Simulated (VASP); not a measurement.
# SiNi: single point with PBEsol

The system is SiNi.

```
Ni Si
1.0
     2.75243    0.00000    0.00000
     0.00000    3.19072    0.00000
     0.00000    0.00000    4.55353
Ni Si
2 2
Cartesian
  1.3762 1.5954 1.5792
  0.0000 0.0000 2.9744
  1.3762 1.5954 3.8491
  0.0000 0.0000 0.7044
```

```
Program                : VASP 6.6.1
Task                   : single point
Functional             : PBEsol
Potentials or basis    : VASP PAW PBE potentials, release 64 (Ni, Si)
Cutoff                 : 520 eV
k mesh                 : 9 × 8 × 6
Occupations            : fermi-dirac, width 0.05 eV
Spin                   : collinear spin, ferromagnetic start
Starting moments       : [1.0, 1.0, 0.0, 0.0] μB
Dipole correction      : no
Further INCAR settings : ALGO = Normal; EDIFF = 1e-06; NBANDS = 26
```

The pressure is 30.3 GPa, the largest force is 0.021 eV/Å and the band gap on the k mesh is zero (filled and empty bands overlap). The net moment is 0.00 μB per cell. The valence electrons inside the program's atomic spheres are Ni 9.88; Si 1.70.

Forces on the atoms (eV/Å):
```
Ni   0.000  0.000  0.021
Ni   0.000  0.000 -0.021
Si   0.000  0.000 -0.002
Si   0.000  0.000  0.002
```

Stress tensor (GPa, compression positive):
```
30.23  0.00  0.00
 0.00 30.29  0.00
 0.00  0.00 30.36
```

Levels at points of the mesh, in eV from the Fermi level:
Spin up:
```
           k point  band 12  band 13  band 14  band 15  band 16  band 17
(0.00, 0.00, 0.00)    -2.25    -2.21    -1.82     2.25     2.60     5.58
(0.00, 0.50, 0.00)    -2.61    -2.45    -2.45     1.22     1.22     6.13
(0.00, 0.00, 0.50)    -2.30     1.03     1.32     1.64     2.35     3.85
(0.00, 0.50, 0.50)    -2.44    -2.25    -2.25     5.19     5.19     6.55
```
Spin down:
| k point | band 12 | band 13 | band 14 | band 15 | band 16 | band 17 |
| --- | --- | --- | --- | --- | --- | --- |
| (0.00, 0.00, 0.00) | -2.25 | -2.21 | -1.82 | 2.25 | 2.60 | 5.58 |
| (0.00, 0.50, 0.00) | -2.61 | -2.45 | -2.45 | 1.22 | 1.22 | 6.13 |
| (0.00, 0.00, 0.50) | -2.30 | 1.03 | 1.32 | 1.64 | 2.35 | 3.85 |
| (0.00, 0.50, 0.50) | -2.44 | -2.25 | -2.25 | 5.19 | 5.19 | 6.55 |

Run time: 2.1 min on 1 thread of Intel(R) Xeon(R) Platinum 8259CL CPU @ 2.50GHz (Skylake/Cascade Lake), with other jobs on the host, peak memory 0.26 GiB.

Caveat: the PAW data sets were made with another functional, which shifts forces and pressure a little.
